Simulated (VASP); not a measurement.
Write the native input for VASP 6.6.1 that does the following.

```yaml
Task: single point
Functional: PBEsol
Potentials_or_basis: VASP PAW PBE potentials, release 64 (Ga_d, Al, As)
Cutoff: 520 eV
k_mesh: 2 × 2 × 2
Occupations: gaussian, width 0.02 eV
Spin: no spin polarisation
Dipole_correction: no
Further_INCAR_settings: LREAL = Auto; ALGO = Normal; EDIFF = 1e-07; NBANDS = 48
```

The structure of Al6GaAs8 (a cell with a defect) lies in POSCAR:

```
Al6GaAs8
1.0
    0.0000000000      5.6758016010     -5.6758016010
    5.6758016010      5.6758016010      0.0000000000
    5.6758016010      0.0000000000     -5.6758016010
Ga Al As
1 6 8
Direct
    0.4487619862     -0.1070689292      0.4487619862
   -0.0266536801     -0.0136505829      0.5005520277
    0.0369709893      0.4987431202      0.5030700861
    0.5005520277     -0.0136505829     -0.0266536801
    0.5030700861      0.4987431202      0.0369709893
   -0.0049018627      0.0027888572     -0.0049018627
    0.0083289557      0.4996077558      0.0083289557
    0.1213054205      0.1250182001      0.1213054205
    0.1313195126      0.6288612166      0.1313195126
    0.6172216272      0.1249327496      0.0958512186
    0.6220866669      0.6191262040      0.1744765884
    0.0958512186      0.1249327496      0.6172216272
    0.1744765884      0.6191262040      0.6220866669
    0.6076368137      0.0396407443      0.6076368137
    0.6639737019      0.6861827234      0.6639737019
```

The input as run:

INCAR

```
PREC = Accurate
ENCUT = 520
EDIFF = 1E-7
ISMEAR = 0
SIGMA = 0.02
LREAL = Auto
LASPH = True
NELM = 80
ALGO = Normal
ISIF = 2
LWAVE = False
LCHARG = False
GGA = PS
NBANDS = 48
```

KPOINTS

```
Automatic mesh
0
Gamma
  2 2 2
```

Potentials or basis: VASP PAW PBE potentials, release 64 (Ga_d, Al, As).

Run with:

```console
$ cat potpaw_PBE.64/Ga_d/POTCAR potpaw_PBE.64/Al/POTCAR potpaw_PBE.64/As/POTCAR > POTCAR
$ mpirun -np 1 vasp_std > vasp.out
```

It gave:

| Property | Result |
| --- | --- |
| Pressure | -2.0 GPa |
| Largest force | 0.437 eV/Å |
| Band gap on the k mesh | zero (an odd number of electrons rules out a gap without spin polarisation) |

Caveat: the k points lie up to 0.48 Å⁻¹ apart, too coarse for converged energies and pressures of a metal; the PAW data sets were made with another functional, which shifts forces and pressure a little.

Wall time 92 s on 1 thread of Intel(R) Xeon(R) 6975P-C (Granite Rapids), on a shared host, peak memory 0.5 GiB.
